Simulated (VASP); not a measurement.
Wanted: the native input for a VASP 6.6.1 run.

```yaml
Task: single point
Functional: LDA
Potentials_or_basis: VASP PAW PBE potentials, release 64 (Gd, N)
Cutoff: 600 eV
k_mesh: 6 × 6 × 6
Occupations: gaussian, width 0.05 eV
Spin: collinear spin, ferromagnetic start
Starting_moments: "[7.0, 0.0] μB"
Hubbard_terms: Gd f U = 8.0 eV
Dipole_correction: no
Further_INCAR_settings: ALGO = Normal; EDIFF = 1e-06; NBANDS = 22
```

The structure of GdN lies in POSCAR:

```
GdN
1.0
    0.0000000000      2.7293320800      2.7293320800
    2.7293320800      0.0000000000      2.7293320800
    2.7293320800      2.7293320800      0.0000000000
Gd N
1 1
Direct
    0.0000000000      0.0000000000      0.0000000000
    0.2500000000      0.2500000000      0.2500000000
```

One way to write it, as run:

INCAR

```
SYSTEM = GdN
PREC = Accurate
ENCUT = 600
EDIFF = 1E-6
ISMEAR = 0
SIGMA = 0.05
LREAL = .False.
LASPH = .True.
NELM = 200
ALGO = Normal
ISIF = 2
LWAVE = .False.
LCHARG = .True.
ISPIN = 2
MAGMOM = 7 0
LORBIT = 11
LMAXMIX = 6
LDAU = .True.
LDAUTYPE = 2
LDAUL = 3 -1
LDAUU = 8 0
LDAUJ = 0 0
LDAUPRINT = 1
GGA = CA
LELF = .True.
LVHAR = .True.
NBANDS = 22
GGA_COMPAT = .False.
```

KPOINTS

```
regular mesh
0
Gamma
  6 6 6
  0 0 0
```

Potentials or basis: VASP PAW PBE potentials, release 64 (Gd, N).

Launch:

```sh
$ cat potpaw_PBE.64/Gd/POTCAR potpaw_PBE.64/N/POTCAR > POTCAR
$ mpirun -np 1 vasp_std > vasp.out
```

It gave:

```yaml
Pressure: -10.5 GPa
Band_gap_on_the_k_mesh: 1.49 eV, indirect (least direct gap 1.81 eV)
Net_moment: 7.00 μB per cell
Site_moments: Gd +6.89; N -0.08 μB
Valence_electrons_inside_the_program's_atomic_spheres: Gd 15.18; N 3.60
```

Caveat: the PAW data sets were made with another functional, which shifts forces and pressure a little; spin-orbit coupling is left out, which moves the levels of the heavy elements; a cell with one magnetic atom can't hold antiferromagnetic order, which such compounds often take.

Wall time 39 s on 1 thread of Intel Xeon 6975P-C (shared host), peak memory 0.19 GiB.
